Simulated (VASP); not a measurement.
# Si3C (P-4m2) in VASP: a series of runs

Aim: see how the results for Si3C move with the level of theory and the settings. Levels: r2SCAN, PBE. Tasks: single point.

Program: VASP 6.6.1. These are calculated values, not measurements. Logs are shortened: lines on timing, memory, paths and dates and some standing lists are left out, and cuts for length are marked.

**1. The cell of the first run**

It takes space group P-4m2 (No. 115, tetragonal). Conventional cell: a = 3.432 Å, b = 3.432 Å, c = 5.000 Å, α = 90.00°, β = 90.00°, γ = 90.00°. C (site symmetry -4m2) has 4 Si at 1.99 Å within 2.6 Å. Within 2.6 Å of Si (site symmetry 2mm) lie 2 C at 1.99 Å and 2 Si at 2.27 Å. Si (site symmetry -4m2) has 4 Si at 2.27 Å within 3.0 Å.

**2. Single point, r2SCAN**

Input file POSCAR:

```
Si3C
1.0
    3.4318102017      0.0000000000      0.0000000000
    0.0000000000      3.4318102017      0.0000000000
    0.0000000000      0.0000000000      5.0004336163
C Si
1 3
Direct
    0.0000000000      0.0000000000      0.0000000000
    0.0000000000      0.5000000000      0.2031984776
    0.5000000000      0.5000000000      0.5000000000
    0.5000000000      0.0000000000      0.7968015224
```

Input file INCAR.step1:

```
ALGO = Normal
EDIFF = 1E-5
ENCUT = 660
GGA = PE
GGA_COMPAT = F
ISMEAR = -1
LASPH = T
LCHARG = F
LREAL = F
LWAVE = T
NBANDS = 16
NELM = 120
PREC = Accurate
SIGMA = 0.02
```

Input file INCAR.step2:

```
ALGO = Normal
EDIFF = 1E-6
ENCUT = 660
GGA_COMPAT = F
ISIF = 2
ISMEAR = -1
ISTART = 1
LASPH = T
LCHARG = F
LMIXTAU = T
LREAL = F
LWAVE = F
METAGGA = R2SCAN
NBANDS = 16
NELM = 120
PREC = Accurate
SIGMA = 0.02
```

Input file KPOINTS:

```
k-points
0
Gamma
  6 6 4
```

Potentials or basis: VASP PAW PBE potentials, release 64 (C, Si).

On the command line:

```console
$ cat potpaw_PBE.64/C/POTCAR potpaw_PBE.64/Si/POTCAR > POTCAR
$ cp INCAR.step1 INCAR
$ mpirun -np 1 vasp_std > vasp.out
$ cp INCAR.step2 INCAR
$ mpirun -np 1 vasp_std > vasp.out
```

OUTCAR:

```text
EDIFF = 1E-6
   ENCUT = 660
   ISIF = 2
   ISMEAR = -1
   ISTART = 1
   LASPH = T
   LREAL = F
   METAGGA = R2SCAN
   NELM = 120
   PREC = Accurate

 ion  position               nearest neighbor table
   1  0.000  0.000  0.000-   2 1.99   4 1.99   2 1.99   4 1.99
   2  0.000  0.500  0.203-   1 1.99   1 1.99   3 2.27   3 2.27
   3  0.500  0.500  0.500-   2 2.27   4 2.27   4 2.27   2 2.27
   4  0.500  0.000  0.797-   1 1.99   1 1.99   3 2.27   3 2.27

  LATTYP: Found a simple tetragonal cell.
 ALAT       =     3.4318102017
 C/A-ratio  =     1.4570833824

  Lattice vectors:

 A1 = (   3.4318102017,   0.0000000000,   0.0000000000)
 A2 = (   0.0000000000,   3.4318102017,   0.0000000000)
 A3 = (   0.0000000000,   0.0000000000,   5.0004336163)

Analysis of symmetry for initial positions (statically):
=====================================================================
 Subroutine PRICEL returns:
 Original cell was already a primitive cell.

 Routine SETGRP: Setting up the symmetry group for a
 simple tetragonal supercell.

 Subroutine GETGRP returns: Found  8 space group operations
 (whereof  8 operations were pure point group operations)
 out of a pool of 16 trial point group operations.

The static configuration has the point symmetry D_2d.

Analysis of symmetry for dynamics (positions and initial velocities):
=====================================================================
 Subroutine PRICEL returns:
 Original cell was already a primitive cell.

 Routine SETGRP: Setting up the symmetry group for a
 simple tetragonal supercell.

 Subroutine GETGRP returns: Found  8 space group operations
 (whereof  8 operations were pure point group operations)
 out of a pool of 16 trial point group operations.

The dynamic configuration has the point symmetry D_2d.

 Subroutine INISYM returns: Found  8 space group operations
 (whereof  8 operations are pure point group operations),
 and found     1 'primitive' translations

----------------------------------------------------------------------------------------

                                     Primitive cell

  volume of cell :      58.8917

  direct lattice vectors                    reciprocal lattice vectors
     3.431810202  0.000000000  0.000000000     0.291391406  0.000000000  0.000000000
     0.000000000  3.431810202  0.000000000     0.000000000  0.291391406  0.000000000
     0.000000000  0.000000000  5.000433616     0.000000000  0.000000000  0.199982657

  length of vectors
     3.431810202  3.431810202  5.000433616     0.291391406  0.291391406  0.199982657

  position of ions in fractional coordinates (direct lattice)
     0.000000000  0.000000000  0.000000000
     0.000000000  0.500000000  0.203198478
     0.500000000  0.500000000  0.500000000
     0.500000000  0.000000000  0.796801522

  ion indices of the primitive-cell ions
   primitive index   ion index
                 1           1
                 2           2
                 3           3
                 4           4

----------------------------------------------------------------------------------------

 KPOINTS: k-points

Automatic generation of k-mesh.
 Grid dimensions read from file:
 generate k-points for:    6    6    4

 Generating k-lattice:

  Cartesian coordinates                     Fractional coordinates (reciprocal lattice)
     0.048565234  0.000000000  0.000000000     0.166666667  0.000000000  0.000000000
     0.000000000  0.048565234  0.000000000     0.000000000  0.166666667  0.000000000
     0.000000000  0.000000000  0.049995664     0.000000000  0.000000000  0.250000000

  Length of vectors
     0.048565234  0.048565234  0.049995664

  Shift w.r.t. Gamma in fractional coordinates (k-lattice)
     0.000000000  0.000000000  0.000000000

 Subroutine IBZKPT returns following result:
 ===========================================

 Found     30 irreducible k-points:

 Following reciprocal coordinates:
            Coordinates               Weight
  0.000000  0.000000  0.000000      1.000000
  0.166667  0.000000  0.000000      4.000000
  0.333333  0.000000  0.000000      4.000000
  0.500000  0.000000  0.000000      2.000000
  0.166667  0.166667  0.000000      4.000000
  0.333333  0.166667  0.000000      8.000000
[... 16 lines left out ...]
  0.333333  0.000000  0.500000      4.000000
  0.500000  0.000000  0.500000      2.000000
 [... further k-points ...]
   k-points           NKPTS =     30   k-points in BZ     NKDIM =     30   number of bands    NBANDS=     16
   number of dos      NEDOS =    301   number of ions     NIONS =      4
   total plane-waves  NPLWV =  37800
   dimension x,y,z NGX =    30 NGY =   30 NGZ =   42
   dimension x,y,z NGXF=    60 NGYF=   60 NGZF=   84
   ions per type =               1   3
   NGX,Y,Z   is equivalent  to a cutoff of  14.53, 14.53, 13.96 a.u.
   NGXF,Y,Z  is equivalent  to a cutoff of  29.07, 29.07, 27.93 a.u.
 SYSTEM =  unknown system
   PREC   = accura    normal or accurate (medium, high low for compatibility)
   ISTART =      1    job   : 0-new  1-cont  2-samecut
   ICHARG =      0    charge: 1-file 2-atom 10-const
   ISPIN  =      1    spin polarized calculation?
   LNONCOLLINEAR =      F non collinear calculations
   LSORBIT =      F    spin-orbit coupling
   LASPH  =      T    aspherical Exc in radial PAW
   ENCUT  =  660.0 eV  48.51 Ry    6.96 a.u.   7.19  7.19 10.47*2*pi/ulx,y,z
   NELM   =    120;   NELMIN=  2; NELMDL=  0     # of ELM steps
   EDIFF  = 0.1E-05   stopping-criterion for ELM
   LREAL  =      F    real-space projection
   EDIFFG = 0.1E-04   stopping-criterion for IOM
   NSW    =      0    number of steps for IOM
   IBRION =     -1    ionic relax: 0-MD 1-quasi-New 2-CG
   NFREE  =      0    steps in history (QN), initial steepest desc. (CG)
   ISIF   =      2    stress and relaxation
   ISYM   =      2    0-nonsym 1-usesym 2-fastsym
   POTIM  = 0.5000    time-step for ionic-motion
   TEBEG  =    0.0;   TEEND  =   0.0 temperature during run
   PSTRESS=    0.0 pullay stress
   NELECT =      16.0000    total number of electrons
   NUPDOWN=      -1.0000    fix difference up-down
   EMIN   =  10.00;   EMAX   =-10.00  energy-range for DOS
   EFERMI =   0.00;   METHOD = LEGACY
   ISMEAR =    -1;   SIGMA  =   0.02  broadening in eV -4-tet -1-fermi 0-gaus
   EFERMI_NEDOS =   21; number of points for ismear=-14 and -15
   IALGO  =     38    algorithm
   IMIX   =      4    mixing-type and parameters
     AMIX     =   0.40;   BMIX     =  1.00
     AMIX_MAG =   1.60;   BMIX_MAG =  1.00
  volume/ion in A,a.u.               =      14.72        99.36
  Fermi-wavevector in a.u.,A,eV,Ry     =   1.060303  2.003683 15.296255  1.124243
  Thomas-Fermi vector in A             =   2.195679
   LORBIT       =      0    0 simple, 1 ext, 2 COOP (PROOUT), +10 PAW based schemes
   METAGGA = R2SCAN    functional components
   LHFCALC =     F    Hartree Fock is set to
   AEXX    =    0.0000 exact exchange contribution
   IVDW    =     0    specifies the selected vdW correction
   LEPSILON=     F    determine dielectric tensor
   LRPA    =     F    only Hartree local field effects (RPA)
 non-spin polarized calculation
  energy-cutoff  :      660.00
  volume of cell :       58.89
 maximum number of plane-waves:      2286
 NGX is ok and might be reduce to    30
   NGX = 15   NGY = 15   NGZ = 21

 number of electron      16.0000000 magnetization

 Free energy of the ion-electron system (eV)
  ---------------------------------------------------
  ext. energy  EPLUGINS =         0.00000000
  ---------------------------------------------------
  free energy    TOTEN  =       -35.21053562 eV

  energy without entropy =      -35.20947187  energy(sigma->0) =      -35.21000375

 E-fermi :   7.7773     XC(G=0): -10.8093

 val. band max:        7.7077795672   @ k =   0.0000   0.0000   0.2500
 cond. band min:       7.7797165047   @ k =   0.1667   0.0000   0.0000
 fundamental gap:      0.0719369375
 Fermi energy:         7.7772737455

 k-point     1 :       0.0000    0.0000    0.0000
  band No.  band energies     occupation
      1      -7.8655      2.00000
      2      -2.5634      2.00000
      3      -1.3250      2.00000
      4       3.0296      2.00000
      5       3.0296      2.00000
      6       6.7412      2.00000
[... 8 lines left out ...]
     15      16.6939      0.00000
     16      18.0639      0.00000

 k-point     2 :       0.1667    0.0000    0.0000
  band No.  band energies     occupation
      1      -7.5840      2.00000
      2      -2.5178      2.00000
      3      -1.1420      2.00000
      4       1.8648      2.00000
      5       3.2178      2.00000
      6       5.9297      2.00000
[... 8 lines left out ...]
     15      16.3407      0.00000
     16      16.5572      0.00000

 k-point     3 :       0.3333    0.0000    0.0000
  band No.  band energies     occupation
      1      -6.8154      2.00000
      2      -3.0815      2.00000
      3      -0.4687      2.00000
      4       1.2474      2.00000
      5       3.4043      2.00000
      6       3.6697      2.00000
[... 8 lines left out ...]
     15      15.8318      0.00000
     16      15.8988      0.00000

 k-point     4 :       0.5000    0.0000    0.0000
  band No.  band energies     occupation
      1      -6.1566      2.00000
      2      -3.8924      2.00000
      3       0.6418      2.00000
      4       1.2203      2.00000
      5       2.3653      2.00000
      6       2.8286      2.00000
[... 8 lines left out ...]
     15      15.3350      0.00000
     16      16.2227      0.00000

 k-point     5 :       0.1667    0.1667    0.0000
  band No.  band energies     occupation
      1      -7.3056      2.00000
      2      -2.4007      2.00000
      3      -1.0353      2.00000
      4       2.0589      2.00000
      5       2.1185      2.00000
      6       5.5927      2.00000
[... 8 lines left out ...]
     15      15.7753      0.00000
     16      16.6283      0.00000

 k-point     6 :       0.3333    0.1667    0.0000
  band No.  band energies     occupation
      1      -6.5495      2.00000
      2      -2.8023      2.00000
      3      -0.5472      2.00000
      4       1.4824      2.00000
      5       2.5771      2.00000
      6       3.4834      2.00000
[... 8 lines left out ...]
     15      14.9767      0.00000
     16      15.8445      0.00000
[... 267 lines left out ...]
 k-point    21 :       0.0000    0.0000    0.5000
  band No.  band energies     occupation
      1      -7.4095      2.00000
      2      -4.7749      2.00000
      3       2.3242      2.00000
      4       3.2751      2.00000
      5       3.2751      2.00000
      6       3.8571      2.00000
[... 8 lines left out ...]
     15      16.6086      0.00000
     16      16.6187      0.00000

 k-point    22 :       0.1667    0.0000    0.5000
  band No.  band energies     occupation
      1      -7.1562      2.00000
      2      -4.4717      2.00000
      3       0.9245      2.00000
      4       2.8378      2.00000
      5       3.4347      2.00000
      6       4.0983      2.00000
[... 8 lines left out ...]
     15      14.6506      0.00000
     16      15.5069      0.00000

 k-point    23 :       0.3333    0.0000    0.5000
  band No.  band energies     occupation
      1      -6.4995      2.00000
      2      -3.6717      2.00000
      3      -0.9774      2.00000
      4       0.8312      2.00000
      5       3.7994      2.00000
      6       4.7990      2.00000
[... 8 lines left out ...]
     15      14.7208      0.00000
     16      16.9008      0.00000

 k-point    24 :       0.5000    0.0000    0.5000
  band No.  band energies     occupation
      1      -6.0162      2.00000
      2      -3.1923      2.00000
      3      -1.4223      2.00000
      4      -0.7102      2.00000
      5       4.0129      2.00000
      6       5.5159      2.00000
[... 8 lines left out ...]
     15      15.3236      0.00000
     16      17.7737      0.00000

 [... further k-points ...]

------------------------ aborting loop because EDIFF is reached ----------------------------------------

  FORCE on cell =-STRESS in cart. coord.  units (eV):
  Direction    XX          YY          ZZ          XY          YZ          ZX
  --------------------------------------------------------------------------------------
  -------------------------------------------------------------------------------------
  Total       -0.1347802     -0.1347802     -0.0722745      0.0000000     -0.0000000      0.0000000
  in kB       -3.6667604     -3.6667604     -1.9662632      0.0000000     -0.0000000      0.0000000
  external PRESSURE =      -3.0999280 kB  Pullay stress =       0.0000000 kB

 VOLUME and BASIS-vectors are now :
 -----------------------------------------------------------------------------
  energy-cutoff  :      660.00
  volume of cell :       58.89
      direct lattice vectors                 reciprocal lattice vectors
     3.431810202  0.000000000  0.000000000     0.291391406  0.000000000  0.000000000
     0.000000000  3.431810202  0.000000000     0.000000000  0.291391406  0.000000000
     0.000000000  0.000000000  5.000433616     0.000000000  0.000000000  0.199982657

 POSITION                                       TOTAL-FORCE (eV/Angst)
 -----------------------------------------------------------------------------------
      0.00000      0.00000      0.00000        -0.000000     -0.000000      0.000000
      0.00000      1.71591      1.01608        -0.000000     -0.000000     -0.033838
      1.71591      1.71591      2.50022        -0.000000      0.000000      0.000000
      1.71591      0.00000      3.98435         0.000000     -0.000000      0.033838
 -----------------------------------------------------------------------------------
    total drift:                               -0.000000     -0.000000     -0.000000

  FREE ENERGIE OF THE ION-ELECTRON SYSTEM (eV)
  ---------------------------------------------------
  free  energy   TOTEN  =       -35.2105356201 eV

  energy  without entropy=      -35.2094718722  energy(sigma->0) =      -35.21000375
```

Run time: 2.2 min. Hardware: 1 thread of Intel Xeon Platinum 8259CL at 2.50GHz (Skylake/Cascade Lake), shared host; peak memory 0.2 GiB.

Results:

```
Free energy            : -35.2105 eV
Pressure               : -0.3 GPa
Largest force          : 0.034 eV/Å
Band gap on the k mesh : zero (band 8 reaches 7.83 eV, above the bottom of band 9 at 7.60 eV)
```

Forces in eV/Å, atoms in the order of the input:
```
C    0.000  0.000  0.000
Si   0.000  0.000 -0.034
Si   0.000  0.000  0.000
Si   0.000  0.000  0.034
```

Levels at points of the mesh, in eV from the Fermi level:
| k point | band 5 | band 6 | band 7 | band 8 | band 9 | band 10 | band 11 | band 12 |
| --- | --- | --- | --- | --- | --- | --- | --- | --- |
| (0.00, 0.00, 0.00) | -4.75 | -1.04 | -0.80 | 0.06 | 0.06 | 1.38 | 3.48 | 3.48 |
| (0.50, 0.00, 0.00) | -5.41 | -4.95 | -3.82 | -0.48 | 2.34 | 2.72 | 4.23 | 5.89 |
| (0.50, 0.50, 0.00) | -4.52 | -4.21 | -4.21 | -3.62 | -0.18 | 0.51 | 1.13 | 1.13 |
| (0.00, 0.00, 0.50) | -4.50 | -3.92 | -1.08 | -1.08 | 0.61 | 1.54 | 3.72 | 3.87 |
| (0.50, 0.00, 0.50) | -3.76 | -2.26 | -2.24 | -0.21 | 0.66 | 3.58 | 3.83 | 3.90 |
| (0.50, 0.50, 0.50) | -5.57 | -5.35 | -5.35 | -5.22 | 3.35 | 4.35 | 4.35 | 4.39 |

Caveat: the PAW data sets were made with another functional, which shifts forces and pressure a little.

[end of part 1 of 2]
